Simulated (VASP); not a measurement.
# PbS (P4/mmm) in VASP: notebook

The runs below take PbS through single point, with PBEsol.

Program: VASP 6.6.1. These are calculated values, not measurements. Logs are shortened: lines on timing, memory, paths and dates and some standing lists are left out, and cuts for length are marked.

### 1 The cell of the first run

Symmetry: P4/mmm, No. 123, tetragonal system. The conventional cell has a = 3.471 Å, b = 3.471 Å, c = 3.836 Å, α = 90.00°, β = 90.00°, γ = 90.00°. Within 4.1 Å of Pb (site symmetry 4/mmm) lie 8 S at 3.11 Å and 6 Pb at 3.47 to 3.84 Å. S (site symmetry 4/mmm) has 8 Pb at 3.11 Å and 6 S at 3.47 to 3.84 Å within 4.1 Å.

### 2 Single point, PBEsol (strain -0.050 along x and y, +0.050 along z)

The input, INCAR:

```
PREC     = Accurate       # precision mode
ENCUT    = 520            # plane-wave cutoff, eV
EDIFF    = 1E-6           # SCF threshold, eV
ISMEAR   = 0              # smearing method
SIGMA    = 0.15           # smearing width, eV
LREAL    = F              # projectors in reciprocal space
LASPH    = T              # aspherical terms in the spheres
NELM     = 100            # most SCF steps
ALGO     = Normal         # electronic algorithm
ISIF     = 2              # what is computed and relaxed
LWAVE    = F              # write WAVECAR
LCHARG   = F              # write CHGCAR
GGA      = PS             # functional
NBANDS   = 17             # bands
```

The input, KPOINTS:

```
regular mesh
0
Gamma
  14 14 14
```

The input, POSCAR:

```
PbS
1.0
    3.4709760500      0.0000000000      0.0000000000
    0.0000000000      3.4709760500      0.0000000000
    0.0000000000      0.0000000000      3.8363419500
Pb S
1 1
Direct
    0.0000000000      0.0000000000      0.0000000000
    0.5000000000      0.5000000000      0.5000000000
```

Potentials or basis: VASP PAW PBE potentials, release 64 (Pb_d, S).

Run with:

```bash
cat potpaw_PBE.64/Pb_d/POTCAR potpaw_PBE.64/S/POTCAR > POTCAR
mpirun -np 1 vasp_std > vasp.out
```

OUTCAR:

```text
PREC = Accurate
   ENCUT = 520
   EDIFF = 1E-6
   ISMEAR = 0
   LREAL = F
   LASPH = T
   NELM = 100
   ISIF = 2
   GGA = PS

 ion  position               nearest neighbor table
   1  0.000  0.000  0.000-   2 3.11   2 3.11   2 3.11   2 3.11   2 3.11   2 3.11   2 3.11   2 3.11

   2  0.500  0.500  0.500-   1 3.11   1 3.11   1 3.11   1 3.11   1 3.11   1 3.11   1 3.11   1 3.11

  LATTYP: Found a simple tetragonal cell.
 ALAT       =     3.4709760500
 C/A-ratio  =     1.1052631579

  Lattice vectors:

 A1 = (   3.4709760500,   0.0000000000,   0.0000000000)
 A2 = (   0.0000000000,   3.4709760500,   0.0000000000)
 A3 = (   0.0000000000,   0.0000000000,   3.8363419500)

Analysis of symmetry for initial positions (statically):
=====================================================================
 Subroutine PRICEL returns:
 Original cell was already a primitive cell.

 Routine SETGRP: Setting up the symmetry group for a
 simple tetragonal supercell.

 Subroutine GETGRP returns: Found 16 space group operations
 (whereof 16 operations were pure point group operations)
 out of a pool of 16 trial point group operations.

The static configuration has the point symmetry D_4h.

Analysis of symmetry for dynamics (positions and initial velocities):
=====================================================================
 Subroutine PRICEL returns:
 Original cell was already a primitive cell.

 Routine SETGRP: Setting up the symmetry group for a
 simple tetragonal supercell.

 Subroutine GETGRP returns: Found 16 space group operations
 (whereof 16 operations were pure point group operations)
 out of a pool of 16 trial point group operations.

The dynamic configuration has the point symmetry D_4h.

 Subroutine INISYM returns: Found 16 space group operations
 (whereof 16 operations are pure point group operations),
 and found     1 'primitive' translations

----------------------------------------------------------------------------------------

                                     Primitive cell

  volume of cell :      46.2190

  direct lattice vectors                    reciprocal lattice vectors
     3.470976050  0.000000000  0.000000000     0.288103400  0.000000000  0.000000000
     0.000000000  3.470976050  0.000000000     0.000000000  0.288103400  0.000000000
     0.000000000  0.000000000  3.836341950     0.000000000  0.000000000  0.260664981

  length of vectors
     3.470976050  3.470976050  3.836341950     0.288103400  0.288103400  0.260664981

  position of ions in fractional coordinates (direct lattice)
     0.000000000  0.000000000  0.000000000
     0.500000000  0.500000000  0.500000000

  ion indices of the primitive-cell ions
   primitive index   ion index
                 1           1
                 2           2

----------------------------------------------------------------------------------------

 KPOINTS: regular mesh

Automatic generation of k-mesh.
 Grid dimensions read from file:
 generate k-points for:   14   14   14

 Generating k-lattice:

  Cartesian coordinates                     Fractional coordinates (reciprocal lattice)
     0.020578814  0.000000000  0.000000000     0.071428571  0.000000000  0.000000000
     0.000000000  0.020578814  0.000000000     0.000000000  0.071428571  0.000000000
     0.000000000  0.000000000  0.018618927     0.000000000  0.000000000  0.071428571

  Length of vectors
     0.020578814  0.020578814  0.018618927

  Shift w.r.t. Gamma in fractional coordinates (k-lattice)
     0.000000000  0.000000000  0.000000000

 Subroutine IBZKPT returns following result:
 ===========================================

 Found    288 irreducible k-points:

 Following reciprocal coordinates:
            Coordinates               Weight
  0.000000  0.000000  0.000000      1.000000
  0.071429  0.000000  0.000000      4.000000
  0.142857  0.000000  0.000000      4.000000
  0.214286  0.000000  0.000000      4.000000
  0.285714  0.000000  0.000000      4.000000
  0.357143  0.000000  0.000000      4.000000
[... 16 lines left out ...]
  0.285714  0.214286  0.000000      8.000000
  0.357143  0.214286  0.000000      8.000000
 [... further k-points ...]
   k-points           NKPTS =    288   k-points in BZ     NKDIM =    288   number of bands    NBANDS=     17
   number of dos      NEDOS =    301   number of ions     NIONS =      2
   total plane-waves  NPLWV =  23520
   dimension x,y,z NGX =    28 NGY =   28 NGZ =   30
   dimension x,y,z NGXF=    56 NGYF=   56 NGZF=   60
   ions per type =               1   1
   NGX,Y,Z   is equivalent  to a cutoff of  13.41, 13.41, 13.00 a.u.
   NGXF,Y,Z  is equivalent  to a cutoff of  26.82, 26.82, 26.00 a.u.
 SYSTEM =  unknown system
   PREC   = accura    normal or accurate (medium, high low for compatibility)
   ISTART =      0    job   : 0-new  1-cont  2-samecut
   ICHARG =      2    charge: 1-file 2-atom 10-const
   ISPIN  =      1    spin polarized calculation?
   LNONCOLLINEAR =      F non collinear calculations
   LSORBIT =      F    spin-orbit coupling
   LASPH  =      T    aspherical Exc in radial PAW
   ENCUT  =  520.0 eV  38.22 Ry    6.18 a.u.   6.45  6.45  7.13*2*pi/ulx,y,z
   NELM   =    100;   NELMIN=  2; NELMDL= -5     # of ELM steps
   EDIFF  = 0.1E-05   stopping-criterion for ELM
   LREAL  =      F    real-space projection
   EDIFFG = 0.1E-04   stopping-criterion for IOM
   NSW    =      0    number of steps for IOM
   IBRION =     -1    ionic relax: 0-MD 1-quasi-New 2-CG
   NFREE  =      0    steps in history (QN), initial steepest desc. (CG)
   ISIF   =      2    stress and relaxation
   ISYM   =      2    0-nonsym 1-usesym 2-fastsym
   POTIM  = 0.5000    time-step for ionic-motion
   TEBEG  =    0.0;   TEEND  =   0.0 temperature during run
   PSTRESS=    0.0 pullay stress
   NELECT =      20.0000    total number of electrons
   NUPDOWN=      -1.0000    fix difference up-down
   EMIN   =  10.00;   EMAX   =-10.00  energy-range for DOS
   EFERMI =   0.00;   METHOD = LEGACY
   ISMEAR =     0;   SIGMA  =   0.15  broadening in eV -4-tet -1-fermi 0-gaus
   EFERMI_NEDOS =   21; number of points for ismear=-14 and -15
   IALGO  =     38    algorithm
   IMIX   =      4    mixing-type and parameters
     AMIX     =   0.40;   BMIX     =  1.00
     AMIX_MAG =   1.60;   BMIX_MAG =  1.00
  volume/ion in A,a.u.               =      23.11       155.95
  Fermi-wavevector in a.u.,A,eV,Ry     =   1.238258  2.339969 20.861597  1.533284
  Thomas-Fermi vector in A             =   2.372791
   LORBIT       =      0    0 simple, 1 ext, 2 COOP (PROOUT), +10 PAW based schemes
   GGA     = PS    functional components
   LHFCALC =     F    Hartree Fock is set to
   AEXX    =    0.0000 exact exchange contribution
   IVDW    =     0    specifies the selected vdW correction
   LEPSILON=     F    determine dielectric tensor
   LRPA    =     F    only Hartree local field effects (RPA)
 non-spin polarized calculation
 Gauss-broadening in eV      SIGMA  =   0.15
  energy-cutoff  :      520.00
  volume of cell :       46.22
 maximum number of plane-waves:      1264
 NGX is ok and might be reduce to    28
   NGX = 13   NGY = 13   NGZ = 15

 number of electron      19.9999999 magnetization

 Free energy of the ion-electron system (eV)
  ---------------------------------------------------
  ext. energy  EPLUGINS =         0.00000000
  ---------------------------------------------------
  free energy    TOTEN  =        -8.93817849 eV

  energy without entropy =       -8.92861175  energy(sigma->0) =       -8.93339512

 E-fermi :   6.5947     XC(G=0): -10.6152

 val. band max:        6.5900376219   @ k =   0.5000   0.0000   0.5000
 cond. band min:       6.6141463604   @ k =   0.5000   0.3571   0.3571
 fundamental gap:      0.0241087385
 Fermi energy:         6.5947377820

 k-point     1 :       0.0000    0.0000    0.0000
  band No.  band energies     occupation
      1     -10.2985      2.00000
      2     -10.1791      2.00000
      3      -9.9690      2.00000
      4      -9.9690      2.00000
      5      -9.9669      2.00000
      6      -6.9296      2.00000
[... 9 lines left out ...]
     16      19.1735      0.00000
     17      19.1735      0.00000

 k-point     2 :       0.0714    0.0000    0.0000
  band No.  band energies     occupation
      1     -10.2893      2.00000
      2     -10.1746      2.00000
      3      -9.9743      2.00000
      4      -9.9715      2.00000
      5      -9.9685      2.00000
      6      -6.8787      2.00000
[... 9 lines left out ...]
     16      18.9502      0.00000
     17      19.1734      0.00000

 k-point     3 :       0.1429    0.0000    0.0000
  band No.  band energies     occupation
      1     -10.2666      2.00000
      2     -10.1591      2.00000
      3      -9.9892      2.00000
      4      -9.9844      2.00000
      5      -9.9671      2.00000
      6      -6.7280      2.00000
[... 9 lines left out ...]
     16      18.7552      0.00000
     17      19.1732      0.00000

 k-point     4 :       0.2143    0.0000    0.0000
  band No.  band energies     occupation
      1     -10.2429      2.00000
      2     -10.1281      2.00000
      3     -10.0104      2.00000
      4     -10.0029      2.00000
      5      -9.9651      2.00000
      6      -6.4851      2.00000
[... 9 lines left out ...]
     16      18.8395      0.00000
     17      18.8432      0.00000
[... 343 lines left out ...]
      1     -10.1446      2.00000
      2     -10.1165      2.00000
      3     -10.0537      2.00000
      4     -10.0078      2.00000
      5     -10.0018      2.00000
      6      -6.0522      2.00000
[... 9 lines left out ...]
     16      16.6679      0.00000
     17      16.7868      0.00000

 k-point    23 :       0.2857    0.2143    0.0000
  band No.  band energies     occupation
      1     -10.1231      2.00000
      2     -10.0830      2.00000
      3     -10.0741      2.00000
      4     -10.0276      2.00000
      5     -10.0013      2.00000
      6      -5.7504      2.00000
[... 9 lines left out ...]
     16      16.6600      0.00000
     17      17.4874      0.00000

 k-point    24 :       0.3571    0.2143    0.0000
  band No.  band energies     occupation
      1     -10.1187      2.00000
      2     -10.1065      2.00000
      3     -10.0475      2.00000
      4     -10.0238      2.00000
      5      -9.9986      2.00000
      6      -5.4228      2.00000
[... 9 lines left out ...]
     16      16.9488      0.00000
     17      18.6648      0.00000

 [... further k-points ...]

------------------------ aborting loop because EDIFF is reached ----------------------------------------

  FORCE on cell =-STRESS in cart. coord.  units (eV):
  Direction    XX          YY          ZZ          XY          YZ          ZX
  --------------------------------------------------------------------------------------
  -------------------------------------------------------------------------------------
  Total        0.7122491      0.7122491     -1.7857322      0.0000000     -0.0000000     -0.0000000
  in kB       24.6900503     24.6900503    -61.9022411      0.0000000     -0.0000000     -0.0000000
  external PRESSURE =      -4.1740468 kB  Pullay stress =       0.0000000 kB

 VOLUME and BASIS-vectors are now :
 -----------------------------------------------------------------------------
  energy-cutoff  :      520.00
  volume of cell :       46.22
      direct lattice vectors                 reciprocal lattice vectors
     3.470976050  0.000000000  0.000000000     0.288103400  0.000000000  0.000000000
     0.000000000  3.470976050  0.000000000     0.000000000  0.288103400  0.000000000
     0.000000000  0.000000000  3.836341950     0.000000000  0.000000000  0.260664981

 POSITION                                       TOTAL-FORCE (eV/Angst)
 -----------------------------------------------------------------------------------
      0.00000      0.00000      0.00000         0.000000      0.000000      0.000000
      1.73549      1.73549      1.91817         0.000000      0.000000      0.000000
 -----------------------------------------------------------------------------------
    total drift:                               -0.000000      0.000000      0.000000

  FREE ENERGIE OF THE ION-ELECTRON SYSTEM (eV)
  ---------------------------------------------------
  free  energy   TOTEN  =        -8.9381784914 eV

  energy  without entropy=       -8.9286117470  energy(sigma->0) =       -8.93339512
```

Run time: 63 s. Hardware: 1 thread of Intel Xeon 6975P-C (Granite Rapids), shared host; peak memory 0.33 GiB.

Results:

| Property | Result |
| --- | --- |
| Free energy | -8.9382 eV |
| Pressure | -0.4 GPa |
| Band gap on the k mesh | zero (band 10 reaches 6.91 eV, above the bottom of band 11 at 5.66 eV) |

Caveat: the cell differs from its parent crystal (strain -0.050 along x and y, +0.050 along z); the PAW data sets were made with another functional, which shifts forces and pressure a little; spin-orbit coupling is left out, which moves the levels of the heavy elements.

### 3 Single point, PBEsol (strain +0.050 along x and y, -0.050 along z)

The input, INCAR:

```
PREC = Accurate ; ENCUT = 520
EDIFF = 1E-7 ; ISMEAR = 0
SIGMA = 0.15 ; LREAL = F
LASPH = T ; NELM = 80
ALGO = Normal ; ISIF = 2
LWAVE = F ; LCHARG = F
GGA = PS ; NBANDS = 17
```

The input, KPOINTS:

```
Automatic mesh
0
Gamma
  14 14 14
```

The input, POSCAR:

```
PbS
1.0
    3.8363419500      0.0000000000      0.0000000000
    0.0000000000      3.8363419500      0.0000000000
    0.0000000000      0.0000000000      3.4709760500
Pb S
1 1
Direct
    0.0000000000      0.0000000000      0.0000000000
    0.5000000000      0.5000000000      0.5000000000
```

Potentials or basis: VASP PAW PBE potentials, release 64 (Pb_d, S).

Run with:

```bash
cat potpaw_PBE.64/Pb_d/POTCAR potpaw_PBE.64/S/POTCAR > POTCAR
mpirun -np 1 vasp_std > vasp.out
```

Run time: 87 s. Hardware: 1 thread of Intel Xeon 6975P-C (Granite Rapids), shared host; peak memory 0.35 GiB.

Results (log left out):

```
Free energy            : -8.8528 eV
Pressure               : -5.4 GPa
Band gap on the k mesh : zero (band 10 reaches 5.72 eV, above the bottom of band 11 at 4.49 eV)
```

Stress tensor (GPa, compression positive):
```
-7.58  0.00  0.00
 0.00 -7.58  0.00
 0.00  0.00 -0.94
```

Levels at points of the mesh, in eV from the Fermi level:
| k point | band 6 | band 7 | band 8 | band 9 | band 10 | band 11 | band 12 | band 13 | band 14 | band 15 |
| --- | --- | --- | --- | --- | --- | --- | --- | --- | --- | --- |
| (0.00, 0.00, 0.00) | -12.95 | -7.10 | -1.99 | -1.99 | -0.74 | 4.90 | 5.69 | 5.69 | 5.97 | 6.73 |
| (0.50, 0.00, 0.00) | -11.85 | -9.20 | -0.89 | -0.29 | 0.02 | 0.28 | 2.88 | 4.88 | 6.89 | 9.13 |
| (0.50, 0.50, 0.00) | -11.25 | -7.86 | -4.47 | -4.47 | 0.16 | 4.46 | 4.46 | 6.46 | 7.62 | 10.26 |
| (0.00, 0.00, 0.50) | -11.57 | -8.51 | -0.74 | -0.67 | -0.67 | -0.57 | 3.52 | 3.52 | 6.54 | 8.81 |
| (0.50, 0.00, 0.50) | -11.00 | -7.12 | -4.27 | -4.22 | -0.53 | 3.06 | 3.89 | 5.15 | 6.63 | 8.62 |
| (0.50, 0.50, 0.50) | -10.84 | -6.16 | -2.59 | -2.23 | -2.23 | -1.07 | -0.23 | -0.23 | 12.27 | 12.27 |

Caveat: the cell differs from its parent crystal (strain +0.050 along x and y, -0.050 along z); the PAW data sets were made with another functional, which shifts forces and pressure a little; spin-orbit coupling is left out, which moves the levels of the heavy elements.
